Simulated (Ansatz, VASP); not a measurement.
## SnTe2 in VASP and in Ansatz

```
CELL_PARAMETERS angstrom
6.95857 0.00000 0.00000
0.00000 6.95857 0.00000
0.00000 0.00000 4.41791
ATOMIC_POSITIONS crystal
Sn 0.00000 0.00000 0.00000
Sn 0.50000 0.50000 0.50000
Te 0.30235 0.30235 0.00000
Te 0.19765 0.80235 0.50000
Te 0.80235 0.19765 0.50000
Te 0.69765 0.69765 0.00000
```

Alike in both runs: task single point; functional PBE; k mesh 4 × 4 × 4; occupations fermi-dirac, width 0.02 eV; no spin polarisation.

|  | VASP | Ansatz |
| --- | --- | --- |
| version | VASP 6.6.1 | Ansatz 0.2.0 |
| potentials or method | VASP PAW PBE potentials, release 64 (Sn_d, Te) | plane waves, PAW |
| plane-wave cutoff (eV) | 520 | 420 |
| valence electrons in the cell | 52 | 92 |

|  | VASP | Ansatz | Ansatz less VASP |
| --- | --- | --- | --- |
| pressure (GPa) | 1.2 | 1.3 | +0.03 |
| traceless stress, the component that is largest in VASP (GPa) | 0.06 | 0.04 | -0.015 |
| rms of the force components (eV/Å) | 0.062 | 0.061 | -0.0007 |

Atom by atom the forces differ by 0.001 eV/Å (rms over components). The functional is the same, so the differences come from potentials, cutoffs and numerics. VASP's potentials hold 52 valence electrons a cell and Ansatz's 92, so a difference there can come from the potentials and not from the codes.

Spin-orbit coupling is off throughout.
